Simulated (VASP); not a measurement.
A run of VASP 6.6.1:

INCAR

```
PREC = Accurate
ENCUT = 520
EDIFF = 1E-6
ISMEAR = 0
SIGMA = 0.1
LREAL = F
LASPH = T
NELM = 60
ALGO = Normal
ISIF = 2
LWAVE = F
LCHARG = F
GGA = PE
NBANDS = 22
```

Contents of KPOINTS:

```
Automatic mesh
0
Gamma
  4 4 4
```

POSCAR

```
NaB2
1.0
    0.0000000000      3.3611235400      3.3611235400
    3.3611235400      0.0000000000      3.3611235400
    3.3611235400      3.3611235400      0.0000000000
Na B
2 4
Direct
    0.5000000000      0.5000000000      0.5000000000
    0.7500000000      0.7500000000      0.7500000000
    0.1250000000      0.1250000000      0.1250000000
    0.6250000000      0.1250000000      0.1250000000
    0.1250000000      0.6250000000      0.1250000000
    0.1250000000      0.1250000000      0.6250000000
```

Potentials or basis: VASP PAW PBE potentials, release 64 (Na_pv, B).

Launch:

```sh
$ cat potpaw_PBE.64/Na_pv/POTCAR potpaw_PBE.64/B/POTCAR > POTCAR
$ mpirun -np 1 vasp_std > vasp.out
```

Hardware: 1 thread of Intel Xeon 8259CL, with other jobs on the host.

Question: Estimate the wall time of this run.

Answer: Wall time 24 s on 1 thread of Intel Xeon 8259CL, on a shared host, peak memory 0.2 GiB. Counts: scf iterations 12, k points 8.
